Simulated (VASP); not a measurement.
Wanted: the native input for a VASP 6.6.1 run.

* Task: single point
* Functional: PBEsol
* Potentials or basis: VASP PAW PBE potentials, release 64 (Pt)
* Cutoff: 520 eV
* k mesh: 24 × 24 × 24
* Occupations: gaussian, width 0.15 eV
* Spin: no spin polarisation
* Dipole correction: no
* Further INCAR settings: ALGO = Fast; EDIFF = 1e-07; NBANDS = 11

The structure of Pt lies in POSCAR:

```
Pt
1.0
   -1.8288483979      1.8288483979      1.1887514586
    1.8288483979     -1.8288483979      1.1887514586
    1.8288483979      1.8288483979     -1.1887514586
Pt
1
Direct
    0.0000000000      0.0000000000      0.0000000000
```

This cell differs from its parent crystal: ratio of the length along z to the lengths across it x 0.65, volume and fractional coordinates fixed.

The input as run:

INCAR

```
PREC = Accurate
ENCUT = 520
EDIFF = 1E-7
ISMEAR = 0
SIGMA = 0.15
LREAL = F
LASPH = T
NELM = 80
ALGO = Fast
ISIF = 2
LWAVE = F
LCHARG = F
GGA = PS
NBANDS = 11
```

KPOINTS

```
regular mesh
0
Gamma
  24 24 24
```

Potentials or basis: VASP PAW PBE potentials, release 64 (Pt).

Command:

```sh
$ cat potpaw_PBE.64/Pt/POTCAR > POTCAR
$ mpirun -np 1 vasp_std > vasp.out
```

Results of the run:

```
Pressure               : 12.9 GPa
Band gap on the k mesh : zero (bands 5 and 6 overlap by 2.20 eV)
```

Caveat: the stress differs along the axes, from -18 to 75 GPa; the PAW data sets were made with another functional, which shifts forces and pressure a little; spin-orbit coupling is left out, which moves the levels of the heavy elements.

Run time: 3.8 min on 1 thread of Intel Xeon 8259CL (shared host), peak memory 0.31 GiB.
